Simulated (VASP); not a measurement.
Wanted: the native input for a VASP 6.6.1 run.

```
Task                   : single point
Functional             : LDA
Potentials or basis    : VASP PAW LDA potentials, release 64 (Sn_d)
Cutoff                 : 520 eV
k mesh                 : 9 × 9 × 9
Occupations            : methfessel-paxton, width 0.1 eV
Spin                   : no spin polarisation
Dipole correction      : no
Further INCAR settings : ALGO = Normal; EDIFF = 1e-07; NBANDS = 21
```

The structure of Sn lies in POSCAR:

```
Sn
1.0
    0.0000000000      3.2380799619      3.2380799619
    3.2380799619      0.0000000000      3.2380799619
    3.2380799619      3.2380799619      0.0000000000
Sn
2
Direct
    0.5000000000      0.5000000000      0.5000000000
    0.7500000000      0.7500000000      0.7500000000
```

This isn't the form of Sn at room conditions, which is tetragonal (white tin).

One way to write it, as run:

INCAR

```
SYSTEM = Sn
  PREC = Accurate
  ENCUT = 520
  EDIFF = 1E-7
  ISMEAR = 1
  SIGMA = 0.1
  LREAL = .False.
  LASPH = .True.
  NELM = 80
  ALGO = Normal
  ISIF = 2
  LWAVE = .False.
  LCHARG = .False.
  NBANDS = 21
```

KPOINTS

```
Automatic mesh
0
Gamma
  9 9 9
  0 0 0
```

Potentials or basis: VASP PAW LDA potentials, release 64 (Sn_d).

The run is started by

```console
$ cat potpaw_LDA.64/Sn_d/POTCAR > POTCAR
$ mpirun -np 1 vasp_std > vasp.out
```

It gave:

```yaml
Pressure: -0.1 GPa
Band_gap_on_the_k_mesh: zero (bands 14 and 15 overlap by 0.16 eV)
```

Caveat: spin-orbit coupling is left out, which moves the levels of the heavy elements.

Run time: 33 s on 1 thread of Intel(R) Xeon(R) Platinum 8259CL CPU @ 2.50GHz (Skylake/Cascade Lake), on a shared host, peak memory 0.19 GiB.
